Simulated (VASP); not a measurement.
# CsH (Immm) in VASP: further runs, part 2 of 2

VASP 6.6.1. Earlier steps stand in the parts before.

## 4. Single point, LDA (strain +0.0750 x Voigt [0, 0, 0, 0, 1, 0])

Contents of INCAR:

```
  PREC = Accurate
  ENCUT = 520
  EDIFF = 1E-6
  ISMEAR = 0
  SIGMA = 0.05
  LREAL = False
  LASPH = True
  NELM = 100
  ALGO = Normal
  ISIF = 2
  LWAVE = False
  LCHARG = False
  GGA = CA
  NBANDS = 12
```

Contents of KPOINTS:

```
regular mesh
0
Gamma
  8 8 8
```

Contents of POSCAR:

```
CsH
1.0
    0.1195500000      3.1880000000      3.1880000000
    3.3075500000      0.0000000000      3.3075500000
    3.1880000000      3.1880000000      0.1195500000
Cs H
1 1
Direct
    0.0000000000      0.0000000000      0.0000000000
    0.5000000000      0.5000000000      0.5000000000
```

Potentials or basis: VASP PAW LDA potentials, release 64 (Cs_sv, H).

Run with:

```console
$ cat potpaw_LDA.64/Cs_sv/POTCAR potpaw_LDA.64/H/POTCAR > POTCAR
$ mpirun -np 1 vasp_std > vasp.out
```

OUTCAR:

```text
PREC = Accurate
   ENCUT = 520
   EDIFF = 1E-6
   ISMEAR = 0
   LREAL = False
   LASPH = True
   NELM = 100
   ISIF = 2
   GGA = CA

 ion  position               nearest neighbor table
   1  0.000  0.000  0.000-
   2  0.500  0.500  0.500-

  LATTYP: Found a body centered orthorhombic cell.
 ALAT       =     4.3394436055
 B/A-ratio  =     1.0779220779
 C/A-ratio  =     1.4693127921

  Lattice vectors:

 A1 = (   0.1195500000,  -3.1880000000,   3.1880000000)
 A2 = (  -0.1195500000,  -3.1880000000,  -3.1880000000)
 A3 = (   3.1880000000,   3.1880000000,   0.1195500000)

Analysis of symmetry for initial positions (statically):
=====================================================================
 Subroutine PRICEL returns:
 Original cell was already a primitive cell.

 Routine SETGRP: Setting up the symmetry group for a
 body centered orthorhombic supercell.

 Subroutine GETGRP returns: Found  8 space group operations
 (whereof  8 operations were pure point group operations)
 out of a pool of  8 trial point group operations.

The static configuration has the point symmetry D_2h.

Analysis of symmetry for dynamics (positions and initial velocities):
=====================================================================
 Subroutine PRICEL returns:
 Original cell was already a primitive cell.

 Routine SETGRP: Setting up the symmetry group for a
 body centered orthorhombic supercell.

 Subroutine GETGRP returns: Found  8 space group operations
 (whereof  8 operations were pure point group operations)
 out of a pool of  8 trial point group operations.

The dynamic configuration has the point symmetry D_2h.

 Subroutine INISYM returns: Found  8 space group operations
 (whereof  8 operations are pure point group operations),
 and found     1 'primitive' translations

----------------------------------------------------------------------------------------

                                     Primitive cell

  volume of cell :      64.7104

  direct lattice vectors                    reciprocal lattice vectors
     0.119550000  3.188000000  3.188000000    -0.162948720  0.156838143  0.162948720
     3.307550000  0.000000000  3.307550000     0.151169294 -0.156838143  0.151169294
     3.188000000  3.188000000  0.119550000     0.162948720  0.156838143 -0.162948720

  length of vectors
     4.510097582  4.677582068  4.510097582     0.278752173  0.265146213  0.278752173

  position of ions in fractional coordinates (direct lattice)
     0.000000000  0.000000000  0.000000000
     0.500000000  0.500000000  0.500000000

  ion indices of the primitive-cell ions
   primitive index   ion index
                 1           1
                 2           2

----------------------------------------------------------------------------------------

 KPOINTS: regular mesh

Automatic generation of k-mesh.
 Grid dimensions read from file:
 generate k-points for:    8    8    8

 Generating k-lattice:

  Cartesian coordinates                     Fractional coordinates (reciprocal lattice)
    -0.020368590  0.019604768  0.020368590     0.125000000  0.000000000 -0.000000000
     0.018896162 -0.019604768  0.018896162     0.000000000  0.125000000 -0.000000000
     0.020368590  0.019604768 -0.020368590    -0.000000000  0.000000000  0.125000000

  Length of vectors
[... 38 lines left out ...]
   number of dos      NEDOS =    301   number of ions     NIONS =      2
   total plane-waves  NPLWV =  46656
   dimension x,y,z NGX =    36 NGY =   36 NGZ =   36
   dimension x,y,z NGXF=    72 NGYF=   72 NGZF=   72
   ions per type =               1   1
   NGX,Y,Z   is equivalent  to a cutoff of  13.27, 12.79, 13.27 a.u.
   NGXF,Y,Z  is equivalent  to a cutoff of  26.54, 25.59, 26.54 a.u.
 SYSTEM =  unknown system
   PREC   = accura    normal or accurate (medium, high low for compatibility)
   ISTART =      0    job   : 0-new  1-cont  2-samecut
   ICHARG =      2    charge: 1-file 2-atom 10-const
   ISPIN  =      1    spin polarized calculation?
   LNONCOLLINEAR =      F non collinear calculations
   LSORBIT =      F    spin-orbit coupling
   LASPH  =      T    aspherical Exc in radial PAW
   ENCUT  =  520.0 eV  38.22 Ry    6.18 a.u.   8.39  8.70  8.39*2*pi/ulx,y,z
   NELM   =    100;   NELMIN=  2; NELMDL= -5     # of ELM steps
   EDIFF  = 0.1E-05   stopping-criterion for ELM
   LREAL  =      F    real-space projection
   EDIFFG = 0.1E-04   stopping-criterion for IOM
   NSW    =      0    number of steps for IOM
   IBRION =     -1    ionic relax: 0-MD 1-quasi-New 2-CG
   NFREE  =      0    steps in history (QN), initial steepest desc. (CG)
   ISIF   =      2    stress and relaxation
   ISYM   =      2    0-nonsym 1-usesym 2-fastsym
   POTIM  = 0.5000    time-step for ionic-motion
   TEBEG  =    0.0;   TEEND  =   0.0 temperature during run
   PSTRESS=    0.0 pullay stress
   NELECT =      10.0000    total number of electrons
   NUPDOWN=      -1.0000    fix difference up-down
   EMIN   =  10.00;   EMAX   =-10.00  energy-range for DOS
   EFERMI =   0.00;   METHOD = LEGACY
   ISMEAR =     0;   SIGMA  =   0.05  broadening in eV -4-tet -1-fermi 0-gaus
   EFERMI_NEDOS =   21; number of points for ismear=-14 and -15
   IALGO  =     38    algorithm
   IMIX   =      4    mixing-type and parameters
     AMIX     =   0.40;   BMIX     =  1.00
     AMIX_MAG =   1.60;   BMIX_MAG =  1.00
  volume/ion in A,a.u.               =      32.36       218.34
  Fermi-wavevector in a.u.,A,eV,Ry     =   0.878517  1.660157 10.500873  0.771792
  Thomas-Fermi vector in A             =   1.998614
   LORBIT       =      0    0 simple, 1 ext, 2 COOP (PROOUT), +10 PAW based schemes
   GGA     = CA    functional components
   LHFCALC =     F    Hartree Fock is set to
   AEXX    =    0.0000 exact exchange contribution
   IVDW    =     0    specifies the selected vdW correction
   LEPSILON=     F    determine dielectric tensor
   LRPA    =     F    only Hartree local field effects (RPA)
 non-spin polarized calculation
 Gauss-broadening in eV      SIGMA  =   0.05
  energy-cutoff  :      520.00
  volume of cell :       64.71
 maximum number of plane-waves:      1760
 NGX is ok and might be reduce to    36
   NGX = 17   NGY = 17   NGZ = 17

 number of electron      10.0000001 magnetization

 Free energy of the ion-electron system (eV)
  ---------------------------------------------------
  ext. energy  EPLUGINS =         0.00000000
  ---------------------------------------------------
  free energy    TOTEN  =        -4.88622247 eV

  energy without entropy =       -4.88622247  energy(sigma->0) =       -4.88622247

 E-fermi :   0.3230     XC(G=0):  -7.5368

 val. band max:        0.0620192147   @ k =   0.5000   0.0000  -0.0000
 cond. band min:       1.9517839861   @ k =   0.0000   0.5000   0.0000
 fundamental gap:      1.8897647714
 Fermi energy:         0.3230386986

 k-point     1 :       0.0000    0.0000    0.0000
  band No.  band energies     occupation
      1     -21.4233      2.00000
      2      -7.8888      2.00000
      3      -7.8713      2.00000
      4      -7.8332      2.00000
      5      -1.8333      2.00000
      6       4.6853      0.00000
      7       4.8753      0.00000
      8       5.3817      0.00000
      9       5.8152      0.00000
     10       6.8700      0.00000
     11       6.8715      0.00000
     12       8.5283      0.00000
[... 331 lines left out ...]
 k-point    24 :       0.2500    0.3750   -0.0000
  band No.  band energies     occupation
      1     -21.3490      2.00000
      2      -8.4354      2.00000
      3      -8.1078      2.00000
      4      -8.0422      2.00000
      5      -0.8492      2.00000
      6       3.3840      0.00000
      7       4.0383      0.00000
      8       5.9504      0.00000
      9       6.4616      0.00000
     10       7.4634      0.00000
     11       7.9529      0.00000
     12      10.1983      0.00000

 [... further k-points ...]

------------------------ aborting loop because EDIFF is reached ----------------------------------------

  FORCE on cell =-STRESS in cart. coord.  units (eV):
  Direction    XX          YY          ZZ          XY          YZ          ZX
  --------------------------------------------------------------------------------------
  -------------------------------------------------------------------------------------
  Total       -0.5009415     -0.5127516     -0.5009415     -0.0000000     -0.0000000     -0.1670791
  in kB      -12.4029170    -12.6953250    -12.4029170     -0.0000000     -0.0000000     -4.1367457
  external PRESSURE =     -12.5003863 kB  Pullay stress =       0.0000000 kB

 VOLUME and BASIS-vectors are now :
 -----------------------------------------------------------------------------
  energy-cutoff  :      520.00
  volume of cell :       64.71
      direct lattice vectors                 reciprocal lattice vectors
     0.119550000  3.188000000  3.188000000    -0.162948720  0.156838143  0.162948720
     3.307550000  0.000000000  3.307550000     0.151169294 -0.156838143  0.151169294
     3.188000000  3.188000000  0.119550000     0.162948720  0.156838143 -0.162948720

 POSITION                                       TOTAL-FORCE (eV/Angst)
 -----------------------------------------------------------------------------------
      0.00000      0.00000      0.00000         0.000000      0.000000     -0.000000
      3.30755      3.18800      3.30755        -0.000000      0.000000      0.000000
 -----------------------------------------------------------------------------------
    total drift:                               -0.000000      0.000000      0.000000

  FREE ENERGIE OF THE ION-ELECTRON SYSTEM (eV)
  ---------------------------------------------------
  free  energy   TOTEN  =        -4.8862224742 eV

  energy  without entropy=       -4.8862224742  energy(sigma->0) =       -4.88622247
```

stdout:

```text
POSCAR found type information on POSCAR CsH
 POSCAR found :  2 types and       2 ions
 scaLAPACK will be used
 LDA part: xc-table for (Slater(with rela. corr.)+CA(PZ))
 , standard interpolation
 POSCAR, INCAR and KPOINTS ok, starting setup
 FFT: planning ... GRIDC
 FFT: planning ... GRID_SOFT
 FFT: planning ... GRID
 WAVECAR not read
 entering main loop
```

Run time: 100 s. Hardware: 1 thread of Intel Xeon 8259CL, shared host; peak memory 0.22 GiB.

Results:

- Free energy: -4.8862 eV
- Pressure: -1.3 GPa
- Band gap on the k mesh: 1.89 eV (least direct gap 1.93 eV)

Stress tensor (GPa, compression positive):
```
-1.24  0.00 -0.41
 0.00 -1.27  0.00
-0.41  0.00 -1.24
```

Caveat: the cell differs from its parent crystal (strain +0.0750 x Voigt [0, 0, 0, 0, 1, 0]); spin-orbit coupling is left out, which moves the levels of the heavy elements. A k mesh can miss the band edges.

## 5. Single point, LDA (strain +0.0625 x Voigt [0, 0, 0, 0, 1, 0])

Contents of INCAR:

```
ALGO     = Normal         # electronic algorithm
EDIFF    = 1E-6           # SCF threshold, eV
ENCUT    = 520            # plane-wave cutoff, eV
ISIF     = 2              # what is computed and relaxed
ISMEAR   = 0              # smearing method
LASPH    = True           # aspherical terms in the spheres
LCHARG   = False          # write CHGCAR
LREAL    = False          # projectors in reciprocal space
LWAVE    = False          # write WAVECAR
NBANDS   = 12             # bands
NELM     = 100            # most SCF steps
PREC     = Accurate       # precision mode
SIGMA    = 0.05           # smearing width, eV
```

Contents of KPOINTS:

```
k-points
0
Gamma
  8 8 8
```

Contents of POSCAR:

```
CsH
1.0
    0.0996250000      3.1880000000      3.1880000000
    3.2876250000      0.0000000000      3.2876250000
    3.1880000000      3.1880000000      0.0996250000
Cs H
1 1
Direct
    0.0000000000      0.0000000000      0.0000000000
    0.5000000000      0.5000000000      0.5000000000
```

Run with:

```console
$ cat potpaw_LDA.64/Cs_sv/POTCAR potpaw_LDA.64/H/POTCAR > POTCAR
$ mpirun -np 1 vasp_std > vasp.out
```

Run time: 93 s. Hardware: 1 thread of Intel Xeon 8259CL, shared host; peak memory 0.22 GiB.

It converged, with:

```yaml
Free_energy: -4.8879 eV
Pressure: -1.2 GPa
Band_gap_on_the_k_mesh: 1.90 eV (least direct gap 1.93 eV)
```

Stress tensor (GPa, compression positive):
```
-1.24  0.00 -0.34
 0.00 -1.26  0.00
-0.34  0.00 -1.24
```

Levels at points of the mesh, in eV from the valence-band top:
```tsv
k point	band 3	band 4	band 5	band 6	band 7	band 8
(0.00, 0.00, 0.00)	-7.92	-7.90	-1.89	4.68	4.86	5.26
(0.50, 0.00, 0.00)	-8.05	-8.03	0.00	1.93	4.25	4.64
(0.00, 0.50, 0.00)	-8.00	-7.99	-0.04	1.90	4.41	4.83
(0.50, 0.50, 0.00)	-8.20	-8.20	-1.23	2.83	5.29	7.75
(0.50, 0.00, 0.50)	-8.25	-8.15	-1.24	2.83	5.29	7.77
```

Caveat: the cell differs from its parent crystal (strain +0.0625 x Voigt [0, 0, 0, 0, 1, 0]); spin-orbit coupling is left out, which moves the levels of the heavy elements.

## 6. The runs side by side

```csv
cell,gap on the mesh (eV),pressure (GPa)
"a = 4.511, b = 4.283 Å, angles 61.7, 63.3, 61.7°, 2 atoms",1.87,-1.3
"a = 4.511, b = 4.706 Å, angles 58.6, 57.1, 58.6°, 2 atoms",1.88,-1.3
"a = 4.510, b = 4.678 Å, angles 58.8, 57.5, 58.8°, 2 atoms",1.89,-1.3
"a = 4.510, b = 4.649 Å, angles 59.0, 57.9, 59.0°, 2 atoms",1.90,-1.2
```

Alike in all rows: task single point; level LDA; potentials or basis VASP PAW LDA potentials, release 64 (Cs_sv, H); no spin polarisation; k mesh 8 × 8 × 8; cutoff (eV) 520; smearing gaussian 0.05 eV.

Caveats: spin-orbit coupling is left out, which moves the levels of the heavy elements.

Absolute energies hang on the potentials; compare differences alone.
